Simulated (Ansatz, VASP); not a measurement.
## Two plane-wave programs on SrO

```
CELL_PARAMETERS angstrom
0.00000 2.56133 2.56133
2.56133 0.00000 2.56133
2.56133 2.56133 0.00000
ATOMIC_POSITIONS crystal
Sr 0.00000 0.00000 0.00000
O 0.50000 0.50000 0.50000
```

Alike in both runs: task single point; functional HSE06; k mesh 6 × 6 × 6; no spin polarisation.

|  | VASP | Ansatz |
| --- | --- | --- |
| version | VASP 6.6.1 | Ansatz 0.2.0 |
| potentials or method | VASP PAW PBE potentials, release 64 (Sr_sv, O), cutoff 520 eV | scalar-relativistic, plane waves, PAW |
| occupations | gaussian, width 0.01 eV | fixed |
| valence electrons in the cell | 16 | 16 |

|  | VASP | Ansatz | Ansatz less VASP |
| --- | --- | --- | --- |
| gap on the k mesh at the Fermi level (eV) | 4.74 | 4.79 | +0.054 |
| least direct gap on the mesh (eV) | 4.83 | 4.87 | +0.040 |
